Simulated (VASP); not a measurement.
A run of VASP 6.6.1 is set up as follows.

The input INCAR:

```
SYSTEM = B3Sb2P
ALGO = Normal
EDIFF = 1E-6
EDIFFG = -0.04
ENCUT = 600
GGA = PE
IBRION = 2
ISIF = 3
ISMEAR = 0
LASPH = .True.
LCHARG = .False.
LREAL = .False.
LWAVE = .False.
NELM = 80
NSW = 90
PREC = Accurate
SIGMA = 0.1
```

Contents of KPOINTS:

```
k-points
0
Gamma
  4 4 4
  0 0 0
```

The input POSCAR:

```
B3Sb2P
1.0
    5.1401126300      0.0000000000      0.0000000000
    0.0000000000      5.1401126300      0.0000000000
    0.0000000000      0.0000000000      4.2021182900
B Sb P
3 2 1
Direct
    0.5000000000      0.5000000000      0.0000000000
    0.5000000000      0.5000000000      0.6805023400
    0.5000000000      0.5000000000      0.3194976600
    0.0000000000      0.5000000000      0.5000000000
    0.5000000000      0.0000000000      0.5000000000
    0.0000000000      0.0000000000      0.5000000000
```

Potentials or basis: VASP PAW PBE potentials, release 64 (B, Sb, P).

Launch:

```sh
$ cat potpaw_PBE.64/B/POTCAR potpaw_PBE.64/Sb/POTCAR potpaw_PBE.64/P/POTCAR > POTCAR
$ mpirun -np 1 vasp_std > vasp.out
```

(1) Estimate the band gap on the k mesh.

(2) Estimate the relaxed volume.

(3) Predict the relaxed cell.

Answers

(1) zero (band 12 reaches 4.86 eV, above the bottom of band 13 at 3.06 eV).

(2) 21.84 Å³/atom.

(3) a = 5.292 Å, b = 5.292 Å, c = 4.681 Å, α = 90.00°, β = 90.00°, γ = 90.00°.

Caveat: the k points lie up to 0.34 Å⁻¹ apart in the final cell; the volume moved by over 15 % at a fixed basis, so the end points are rough; spin-orbit coupling is left out, which moves the levels of the heavy elements.
